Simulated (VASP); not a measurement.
Runs of VASP 6.6.1 on Ga3Se. The structure is that of space group Pm-3m (No. 221), or close to it. The cells are those of the table. 

```csv
task,cell,k mesh,cutoff (eV),smearing,gap on the mesh (eV),pressure (GPa),relaxed volume (Å³/atom)
single point,"a = 4.225 Å, 4 atoms",10 × 10 × 10,520,gaussian 0.1 eV,none,(a),-
relaxation of cell and atoms,"relaxed from a = 4.225 Å, 4 atoms",10 × 10 × 10,600,gaussian 0.1 eV,none,0.0,18.87
single point,"a = 4.225 Å, 4 atoms",12 × 12 × 12,520,gaussian 0.15 eV,none,0.3,-
relaxation of cell and atoms,"relaxed from a = 4.432 Å, 4 atoms",10 × 10 × 10,600,gaussian 0.1 eV,none,0.0,18.87
```

Alike in all rows: level PBEsol+D3(BJ); potentials or basis VASP PAW PBE potentials, release 64 (Ga_d, Se); no spin polarisation.

Problem. Fill in the values left out.

Solution. (a) 0.2.

Caveats: the PAW data sets were made with another functional, which shifts forces and pressure a little.

A k mesh can miss the band edges, and the runs leave out spin-orbit coupling on Ga, Se.

A gap of «none» marks levels without a gap at the run's occupations.
